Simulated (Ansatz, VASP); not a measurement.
**One calculation of BaZr7O15, two programs**

```
Ba Zr O
1.0
    10.62394   -0.17079    0.17079
    -0.08539    5.19185    0.21129
     0.08539    0.21129    5.19185
Ba Zr O
1 7 15
Direct
  0.02958 0.05597 0.94403
  0.47483 0.00099 0.99901
  0.97665 0.54224 0.45776
  0.52414 0.52336 0.47664
  0.25642 0.92871 0.51996
  0.75805 0.02558 0.45767
  0.25642 0.48004 0.07129
  0.75805 0.54233 0.97442
  0.57192 0.24641 0.75359
  0.14640 0.62863 0.76382
  0.65141 0.74204 0.68899
  0.13095 0.73447 0.26553
  0.61259 0.80109 0.19891
  0.14640 0.23618 0.37137
  0.65141 0.31101 0.25796
  0.39853 0.21926 0.29261
  0.89128 0.30480 0.21816
  0.36951 0.71358 0.28642
  0.85615 0.78022 0.21978
  0.39853 0.70739 0.78074
  0.89128 0.78184 0.69520
  0.28923 0.15065 0.84935
  0.83529 0.29320 0.70680
```

Alike in both runs: functional PBE; k mesh 2 × 4 × 4; occupations gaussian, width 0.1 eV; no spin polarisation.

Ansatz relaxed the structure, and its values are those at the end. VASP's run is a single point on that final structure, the one shown.

|  | VASP | Ansatz |
| --- | --- | --- |
| version | VASP 6.6.1 | Ansatz 0.2.0 |
| potentials or method | VASP PAW PBE potentials, release 64 (Ba_sv, Zr_sv, O), cutoff 600 eV | scalar-relativistic, plane waves, PAW |
| valence electrons in the cell | 184 | 184 |

VASP gave:

* gap on the k mesh at the Fermi level (eV): 3.56
* least direct gap on the mesh (eV): 3.74
* pressure (GPa): 0.6
* rms of the force components (eV/Å): 0.050

Q: What did Ansatz give for the same quantities?

A: gap on the k mesh at the Fermi level (eV): 3.56; least direct gap on the mesh (eV): 3.74; pressure (GPa): 0.0; rms of the force components (eV/Å): 0.016.

Neither program's run includes spin-orbit coupling.
